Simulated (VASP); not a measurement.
Here is a VASP 6.6.1 calculation.

File INCAR:

```
SYSTEM = Ge
PREC = Accurate
ENCUT = 500
EDIFF = 1E-6
ISMEAR = -1
SIGMA = 0.1
LREAL = .FALSE.
LASPH = .TRUE.
NELM = 120
ALGO = Normal
ISIF = 2
LWAVE = .FALSE.
LCHARG = .FALSE.
NBANDS = 21
GGA_COMPAT = .FALSE.
```

File KPOINTS:

```
Automatic mesh
0
G
  6 6 6
  0 0 0
```

File POSCAR:

```
Ge
1.0
    0.0000000000      2.8289100000      2.8289100000
    2.8289100000      0.0000000000      2.8289100000
    2.8289100000      2.8289100000      0.0000000000
Ge
2
Direct
    0.0000000000      0.0000000000      0.0000000000
    0.2500000000      0.2500000000      0.2500000000
```

Potentials or basis: VASP PAW LDA potentials, release 64 (Ge_d).

The run is started by

```console
$ cat potpaw_LDA.64/Ge_d/POTCAR > POTCAR
$ mpirun -np 1 vasp_std > vasp.out
```

Q: Estimate the band gap on the k mesh.

A: Zero (filled and empty bands touch).

Q: Predict the pressure.

A: -1.1 GPa.

**Measured values to compare with.**

“Electronic and optical properties of SixGe1-x-ySny alloys lattice-matched to Ge”, 2021, arxiv:2109.02782 reports, for a bulk crystal of Ge at 300 K: band gap 0.807 eV (direct).

A measured gap of Ge is 0.807 eV (direct; 300 K; “Electronic and optical properties of SixGe1-x-ySny alloys lattice-matched to Ge”, 2021, arxiv:2109.02782); the calculated 0.00 eV misses it by -0.81 eV. 3 values of this kind are on record (0.666 to 0.807 eV); this one was drawn at random among those near their median. Spin-orbit coupling on Ge is left out. The value is that of LDA on a finite k mesh, which can miss the band edges, without temperature or zero-point motion. Semilocal functionals fall short of measured gaps as a rule.
